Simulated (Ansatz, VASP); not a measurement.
Two plane-wave programs on C

The input INCAR:

```
SYSTEM = C
PREC = Accurate
ENCUT = 520
EDIFF = 1E-8
ISMEAR = -1
SIGMA = 0.05
LREAL = .False.
LASPH = .True.
NELM = 120
ALGO = Normal
ISIF = 2
LWAVE = .False.
LCHARG = .False.
GGA = PE
LEFG = .True.
NBANDS = 11
GGA_COMPAT = .False.
```

File KPOINTS:

```
Automatic mesh
0
Gamma
  13 13 13
  0 0 0
```

The input POSCAR:

```
C
1.0
    0.0000000000      1.7833700000      1.7833700000
    1.7833700000      0.0000000000      1.7833700000
    1.7833700000      1.7833700000      0.0000000000
C
2
Direct
    0.0000000000      0.0000000000      0.0000000000
    0.2500000000      0.2500000000      0.2500000000
```

Input for Ansatz:

```yaml
crystal:
  lattice:
    - [0.0, 1.78337, 1.78337]
    - [1.78337, 0.0, 1.78337]
    - [1.78337, 1.78337, 0.0]
  atoms:
    - { symbol: C, position: [0.0, 0.0, 0.0] }
    - { symbol: C, position: [0.25, 0.25, 0.25] }
kpoints:
  mp_grid: { grid: [13, 13, 13] }
scf:
  occupations: { method: fermi_dirac, width: 0.05 }
hamiltonian:
  xc: pbe
  pseudopotentials: { kind: paw }
output:
  forces: true
  stress: true
  populations: true
  efg: { contact_densities: true }
basis:
  ecutrho_ratio: 4
```

Alike in both runs: task electric field gradients; functional PBE; k mesh 13 × 13 × 13; occupations fermi-dirac, width 0.05 eV; no spin polarisation.

|  | VASP | Ansatz |
| --- | --- | --- |
| version | VASP 6.6.1 | Ansatz 0.2.0 |
| potentials or method | VASP PAW PBE potentials, release 64 (C) | plane-wave PAW, scalar-relativistic |
| plane-wave cutoff (eV) | 520 | 420 |
| valence electrons in the cell | 8 | 8 |

VASP gave:

* gap on the k mesh at the Fermi level (eV): 4.14
* pressure (GPa): 2.5

Problem. What did Ansatz give for the same quantities?

Solution. gap on the k mesh at the Fermi level (eV): 4.15; pressure (GPa): 1.8.
